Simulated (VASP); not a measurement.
Wanted: the native input for a VASP 6.6.1 run.

| Quantity | Value |
| --- | --- |
| Task | relaxation of cell and atoms |
| Functional | PBE |
| Potentials or basis | VASP PAW PBE potentials, release 64 (Ca_sv) |
| Cutoff | 500 eV |
| k mesh | 6 × 6 × 6 |
| Occupations | fermi-dirac, width 0.05 eV |
| Spin | no spin polarisation |
| Dipole correction | no |
| Further INCAR settings | ALGO = Normal; EDIFF = 1e-07; IBRION = 2; EDIFFG = -0.03; NSW = 80; ISIF = 3 |

The structure of Ca lies in POSCAR:

```
Ca
1.0
    0.0000000000      2.7942000000      2.7942000000
    2.7942000000      0.0000000000      2.7942000000
    2.7942000000      2.7942000000      0.0000000000
Ca
1
Direct
    0.0000000000      0.0000000000      0.0000000000
```

The input as run:

INCAR

```
SYSTEM = Ca
PREC     = Accurate       ! precision mode
ENCUT    = 500            ! plane-wave cutoff, eV
EDIFF    = 1E-7           ! SCF threshold, eV
ISMEAR   = -1             ! smearing method
SIGMA    = 0.05           ! smearing width, eV
LREAL    = .False.        ! projectors in reciprocal space
LASPH    = .True.         ! aspherical terms in the spheres
NELM     = 120            ! most SCF steps
ALGO     = Normal         ! electronic algorithm
ISIF     = 3              ! what is computed and relaxed
LWAVE    = .False.        ! write WAVECAR
LCHARG   = .False.        ! write CHGCAR
GGA      = PE             ! functional
IBRION   = 2              ! ionic algorithm
NSW      = 80             ! ionic steps
EDIFFG   = -0.03          ! ionic threshold
GGA_COMPAT= .False.      
NELMIN   = 4
```

KPOINTS

```
regular mesh
0
Gamma
  6 6 6
  0 0 0
```

Potentials or basis: VASP PAW PBE potentials, release 64 (Ca_sv).

Run with:

```console
$ cat potpaw_PBE.64/Ca_sv/POTCAR > POTCAR
$ mpirun -np 1 vasp_std > vasp.out
```

Results of the run:

| Quantity | Value |
| --- | --- |
| Relaxed volume | 42.01 Å³/atom |
| Relaxed cell | a = 3.902 Å, b = 3.902 Å, c = 3.902 Å, α = 60.00°, β = 60.00°, γ = 60.00° |
| Space group after relaxing (to 0.05 Å) | Fm-3m (No. 225) |
| Energy gained by relaxing | 3.2 meV/atom |
| Ionic steps | 3 |
| Pressure after relaxing | 0.0 GPa |
| Band gap on the k mesh | zero (band 5 reaches 1.99 eV, above the bottom of band 6 at 1.82 eV) |

Wall time 17 s on 1 thread of Intel(R) Xeon(R) Platinum 8375C CPU @ 2.90GHz (Ice Lake), with other jobs on the host, peak memory 0.17 GiB.
